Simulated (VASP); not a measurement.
# La (C2/c) in VASP: further runs, part 2 of 2

VASP 6.6.1. The steps go on from the part before.

## 3. Single point, PBEsol (32.18 Å³/atom)

This run uses another cell than the first one, of 32.18 Å³/atom.

The input, INCAR:

```
  PREC = Accurate
  ENCUT = 520
  EDIFF = 1E-7
  ISMEAR = -1
  SIGMA = 0.1
  LREAL = False
  LASPH = True
  NELM = 100
  ALGO = Normal
  ISIF = 2
  LWAVE = False
  LCHARG = False
  GGA = PS
  NBANDS = 18
```

The input, KPOINTS:

```
Automatic mesh
0
Gamma
  12 12 11
```

The input, POSCAR:

```
La
1.0
   -4.0892465651      4.1007533481      1.7638667463
    4.1007533481     -4.0892465651      1.7638667463
    2.2221380926      2.2221380926     -1.7427920522
La
2
Direct
    0.9980549244      0.0019450756      1.0000000000
    0.7519450756      0.2480549244      0.5000000000
```

Potentials or basis: VASP PAW PBE potentials, release 64 (La).

On the command line:

```console
$ cat potpaw_PBE.64/La/POTCAR > POTCAR
$ mpirun -np 1 vasp_std > vasp.out
```

OUTCAR:

```text
PREC = Accurate
   ENCUT = 520
   EDIFF = 1E-7
   ISMEAR = -1
   LREAL = False
   LASPH = True
   NELM = 100
   ISIF = 2
   GGA = PS

 ion  position               nearest neighbor table
   1  0.998  0.002  0.000-   2 3.37   2 3.37   2 3.46   2 3.46
   2  0.752  0.248  0.500-   1 3.37   1 3.37   1 3.46   1 3.46

  LATTYP: Found a base centered monoclinic cell.
 ALAT       =     3.5277710253
 B/A-ratio  =     3.2832088222
 C/A-ratio  =     1.0186270312
 COS(beta)  =    -0.4809476856

  Lattice vectors:

 A1 = (  -4.0892465651,   4.1007533481,   1.7638667463)
 A2 = (   4.1007533481,  -4.0892465651,   1.7638667463)
 A3 = (   2.2221380926,   2.2221380926,  -1.7427920522)

Analysis of symmetry for initial positions (statically):
=====================================================================
 Subroutine PRICEL returns:
 Original cell was already a primitive cell.

 Routine SETGRP: Setting up the symmetry group for a
 base centered monoclinic supercell.

 Subroutine GETGRP returns: Found  4 space group operations
 (whereof  2 operations were pure point group operations)
 out of a pool of  4 trial point group operations.

The static configuration has the point symmetry C_2 .
 The point group associated with its full space group is C_2h.

Analysis of symmetry for dynamics (positions and initial velocities):
=====================================================================
 Subroutine PRICEL returns:
 Original cell was already a primitive cell.

 Routine SETGRP: Setting up the symmetry group for a
 base centered monoclinic supercell.

 Subroutine GETGRP returns: Found  4 space group operations
[... 114 lines left out ...]
   PSTRESS=    0.0 pullay stress
   NELECT =      22.0000    total number of electrons
   NUPDOWN=      -1.0000    fix difference up-down
   EMIN   =  10.00;   EMAX   =-10.00  energy-range for DOS
   EFERMI =   0.00;   METHOD = LEGACY
   ISMEAR =    -1;   SIGMA  =   0.10  broadening in eV -4-tet -1-fermi 0-gaus
   EFERMI_NEDOS =   21; number of points for ismear=-14 and -15
   IALGO  =     38    algorithm
   IMIX   =      4    mixing-type and parameters
     AMIX     =   0.40;   BMIX     =  1.00
     AMIX_MAG =   1.60;   BMIX_MAG =  1.00
  volume/ion in A,a.u.               =      32.18       217.18
  Fermi-wavevector in a.u.,A,eV,Ry     =   1.144623  2.163023 17.825819  1.310161
  Thomas-Fermi vector in A             =   2.281314
   LORBIT       =      0    0 simple, 1 ext, 2 COOP (PROOUT), +10 PAW based schemes
   GGA     = PS    functional components
   LHFCALC =     F    Hartree Fock is set to
   AEXX    =    0.0000 exact exchange contribution
   IVDW    =     0    specifies the selected vdW correction
   LEPSILON=     F    determine dielectric tensor
   LRPA    =     F    only Hartree local field effects (RPA)
 non-spin polarized calculation
  energy-cutoff  :      520.00
  volume of cell :       64.37
 maximum number of plane-waves:      1756
 NGX is ok and might be reduce to    48
   NGX = 23   NGY = 23   NGZ = 13

 number of electron      21.9999999 magnetization

 Free energy of the ion-electron system (eV)
  ---------------------------------------------------
  ext. energy  EPLUGINS =         0.00000000
  ---------------------------------------------------
  free energy    TOTEN  =       -10.62942327 eV

  energy without entropy =      -10.52119123  energy(sigma->0) =      -10.57530725

 E-fermi :   9.1180     XC(G=0): -10.2816

 val. band max:        9.1175124750   @ k =   0.3333   0.3333   0.4545
 cond. band min:       9.1185325989   @ k =  -0.4167   0.5000   0.0909
 fundamental gap:      0.0010201239
 Fermi energy:         9.1179907534

 k-point     1 :       0.0000    0.0000    0.0000
  band No.  band energies     occupation
      1     -23.5834      2.00000
      2     -23.1858      2.00000
      3      -8.3667      2.00000
      4      -6.5417      2.00000
      5      -6.2177      2.00000
      6      -6.2132      2.00000
[... 481 lines left out ...]
      5      -6.8905      2.00000
      6      -6.6468      2.00000
[... 10 lines left out ...]
     17      11.1770      0.00000
     18      11.2726      0.00000

 [... further k-points ...]

------------------------ aborting loop because EDIFF is reached ----------------------------------------

  FORCE on cell =-STRESS in cart. coord.  units (eV):
  Direction    XX          YY          ZZ          XY          YZ          ZX
  --------------------------------------------------------------------------------------
  -------------------------------------------------------------------------------------
  Total        0.5327479      0.5327479      0.5025610      0.0788110     -0.0415226     -0.0415226
  in kB       13.2608697     13.2608697     12.5094734      1.9617195     -1.0335568     -1.0335580
  external PRESSURE =      13.0104043 kB  Pullay stress =       0.0000000 kB

 VOLUME and BASIS-vectors are now :
 -----------------------------------------------------------------------------
  energy-cutoff  :      520.00
  volume of cell :       64.37
      direct lattice vectors                 reciprocal lattice vectors
    -4.089246565  4.100753348  1.763866746     0.049826353  0.171926476  0.282744811
     4.100753348 -4.089246565  1.763866746     0.171926476  0.049826353  0.282744811
     2.222138093  2.222138093 -1.742792052     0.224434373  0.224434373 -0.001464123

 POSITION                                       TOTAL-FORCE (eV/Angst)
 -----------------------------------------------------------------------------------
     -4.07332      4.08482      1.76387        -0.016668      0.016668     -0.000000
     -0.94661      3.18025      0.89247         0.016668     -0.016668      0.000000
 -----------------------------------------------------------------------------------
    total drift:                                0.000000     -0.000000      0.000000

  FREE ENERGIE OF THE ION-ELECTRON SYSTEM (eV)
  ---------------------------------------------------
  free  energy   TOTEN  =       -10.6294232691 eV

  energy  without entropy=      -10.5211912252  energy(sigma->0) =      -10.57530725
```

Wall time 8.1 min (1 thread of Intel Xeon 6975P-C (Granite Rapids), shared host); peak memory 0.64 GiB.

What came out:

- Free energy: -10.6294 eV
- Pressure: 1.3 GPa
- Largest force: 0.024 eV/Å
- Band gap on the k mesh: zero (bands 11 and 12 overlap by 1.38 eV)

Forces on the atoms (eV/Å):
```
La  -0.017  0.017  0.000
La   0.017 -0.017  0.000
```

Levels at points of the mesh, in eV from the Fermi level:
| k point | band 8 | band 9 | band 10 | band 11 | band 12 | band 13 | band 14 | band 15 |
| --- | --- | --- | --- | --- | --- | --- | --- | --- |
| (0.00, 0.00, 0.00) | -15.16 | -3.01 | -1.83 | 0.83 | 1.22 | 1.36 | 1.45 | 1.59 |
| (0.50, 0.00, 0.00) | -15.41 | -1.80 | -1.53 | -1.52 | 0.59 | 1.49 | 1.55 | 1.93 |
| (0.50, 0.50, 0.00) | -15.20 | -1.75 | -1.74 | 0.53 | 0.83 | 1.29 | 1.39 | 1.62 |

Caveat: the PAW data sets were made with another functional, which shifts forces and pressure a little; spin-orbit coupling is left out, which moves the levels of the heavy elements.
